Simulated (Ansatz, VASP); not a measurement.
## One calculation of Si4Hg, two programs

```xyz
5
Lattice="3.5604 0.0000 0.0000 0.0000 3.5604 0.0000 0.0000 0.0000 7.1354" Properties=species:S:1:pos:R:3 pbc="T T T"
Si    0.0000    1.7802    3.5677
Si    1.7802    0.0000    3.5677
Si    1.7802    1.7802    5.4858
Si    1.7802    1.7802    1.6495
Hg    0.0000    0.0000    0.0000
```

Alike in both runs: functional PBE; k mesh 10 × 10 × 6; occupations gaussian, width 0.1 eV; no spin polarisation.

Ansatz relaxed the structure, and its values are those at the end. VASP's run is a single point on that final structure, the one shown.

```csv
,VASP,Ansatz
version,VASP 6.6.1,Ansatz 0.2.0
potentials or method,"VASP PAW PBE potentials, release 64 (Si, Hg), cutoff 500 eV","scalar-relativistic, plane waves, PAW"
valence electrons in the cell,28,36
```

|  | VASP | Ansatz | Ansatz less VASP |
| --- | --- | --- | --- |
| gap on the k mesh at the Fermi level (eV) | none | none | - |
| pressure (GPa) | 0.1 | 0.0 | -0.10 |
| rms of the force components (eV/Å) | 0.009 | 0.000 | -0.0091 |

A gap of «none» marks a metal or a gap that the smearing closes. The functional is the same, so the differences come from potentials, cutoffs and numerics. VASP's potentials hold 28 valence electrons a cell and Ansatz's 36, so a difference there can come from the potentials and not from the codes.

Neither program's run includes spin-orbit coupling.
